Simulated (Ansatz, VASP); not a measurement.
One calculation of Mo3N4, two programs

```
CELL_PARAMETERS angstrom
4.01922 0.00000 0.00000
0.00000 4.01922 0.00000
0.00000 0.00000 4.01922
ATOMIC_POSITIONS crystal
Mo 0.50000 0.50000 0.00000
Mo 0.00000 0.50000 0.50000
Mo 0.50000 0.00000 0.50000
N 0.50000 0.50000 0.50000
N 0.50000 0.00000 0.00000
N 0.00000 0.50000 0.00000
N 0.00000 0.00000 0.50000
```

Alike in both runs: task relaxation of cell and atoms; functional PBEsol; k mesh 6 × 6 × 6; occupations gaussian, width 0.1 eV; no spin polarisation.

```csv
,VASP,Ansatz
version,VASP 6.6.1,Ansatz 0.2.0
potentials or method,"VASP PAW PBE potentials, release 64 (Mo_sv, N), cutoff 600 eV","scalar-relativistic, plane waves, PAW"
valence electrons in the cell,62,62
```

```csv
,VASP,Ansatz,Ansatz less VASP
"gap on the k mesh at the Fermi level, each at its own relaxed structure (eV)",none,none,-
relaxed volume (Å³/atom),10.35,10.32,-0.031
relaxed cell length with the largest relative difference (Å),4.169,4.164,-0.0042
```

VASP's potentials were made for PBE, not for PBEsol. A gap of «none» marks a metal or a gap that the smearing closes.
